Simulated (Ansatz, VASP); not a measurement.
## In: VASP beside Ansatz

File INCAR:

```
PREC = Accurate ; ENCUT = 520
EDIFF = 1E-6 ; ISMEAR = 0
SIGMA = 0.15 ; LREAL = F
LASPH = T ; NELM = 80
ALGO = Fast ; ISIF = 2
LWAVE = F ; LCHARG = T
GGA = PE ; LELF = T
LVHAR = T ; NBANDS = 12
```

Contents of KPOINTS:

```
regular mesh
0
Gamma
  18 18 18
```

File POSCAR:

```
In
1.0
   -1.8001647608      1.8001647608      1.8825252400
    1.8001647608     -1.8001647608      1.8825252400
    1.9648857192      1.9648857192     -1.8825252400
In
1
Direct
    0.0000000000      0.0000000000      0.0000000000
```

Input for Ansatz:

```yaml
crystal:
  lattice:
    - [-1.8001647608, 1.8001647608, 1.88252524]
    - [1.8001647608, -1.8001647608, 1.88252524]
    - [1.9648857192, 1.9648857192, -1.88252524]
  atoms:
    - { symbol: In, position: [0.0, 0.0, 0.0] }
basis:
  ecutwfc: 420
kpoints:
  mp_grid: { grid: [18, 18, 18] }
hamiltonian:
  xc: pbe
scf:
  occupations: { method: gaussian, width: 0.15 }
output:
  forces: true
  stress: true
  eigenvalues: true
```

Change from the starting cell: strain +0.0875 x Voigt [0, 0, 0, 0, 0, 1], atoms carried along.

Alike in both runs: task single point; functional PBE; k mesh 18 × 18 × 18; occupations gaussian, width 0.15 eV; no spin polarisation.

|  | VASP | Ansatz |
| --- | --- | --- |
| version | VASP 6.6.1 | Ansatz 0.2.0 |
| potentials or method | VASP PAW PBE potentials, release 64 (In_d), cutoff 520 eV | scalar-relativistic, plane waves, PAW |
| valence electrons in the cell | 13 | 13 |

```tsv
	VASP	Ansatz	Ansatz less VASP
gap on the k mesh at the Fermi level (eV)	none	none	-
pressure (GPa)	1.7	1.8	+0.09
traceless stress, the component that is largest in VASP (GPa)	-1.12	-1.10	+0.011
```

A gap of «none» marks a metal or a gap that the smearing closes.
